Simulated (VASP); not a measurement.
A run of VASP 6.6.1 is set up as follows.

File INCAR:

```
SYSTEM = TiSn
PREC     = Accurate       ! precision mode
ENCUT    = 520            ! plane-wave cutoff, eV
EDIFF    = 1E-6           ! SCF threshold, eV
ISMEAR   = -1             ! smearing method
SIGMA    = 0.05           ! smearing width, eV
LREAL    = .FALSE.        ! projectors in reciprocal space
LASPH    = .TRUE.         ! aspherical terms in the spheres
NELM     = 60             ! most SCF steps
ALGO     = Normal         ! electronic algorithm
ISIF     = 2              ! what is computed and relaxed
LWAVE    = .FALSE.        ! write WAVECAR
LCHARG   = .FALSE.        ! write CHGCAR
GGA      = PE             ! functional
NBANDS   = 20             ! bands
```

KPOINTS

```
regular mesh
0
G
  8 8 8
  0 0 0
```

POSCAR

```
TiSn
1.0
    0.0000000000      2.7792808910      2.7792808910
    2.7792808910      0.0000000000      2.7792808910
    2.7792808910      2.7792808910      0.0000000000
Ti Sn
1 1
Direct
    0.0000000000      0.0000000000      0.0000000000
    0.5000000000      0.5000000000      0.5000000000
```

Potentials or basis: VASP PAW PBE potentials, release 64 (Ti_sv, Sn_d).

Launch:

```sh
$ cat potpaw_PBE.64/Ti_sv/POTCAR potpaw_PBE.64/Sn_d/POTCAR > POTCAR
$ mpirun -np 1 vasp_std > vasp.out
```

Task: Estimate the pressure.

Result: 2.0 GPa.

Task: Estimate the band gap on the k mesh.

Result: Zero (band 13 reaches 8.65 eV, above the bottom of band 14 at 8.29 eV).

Caveat: spin-orbit coupling is left out, which moves the levels of the heavy elements.
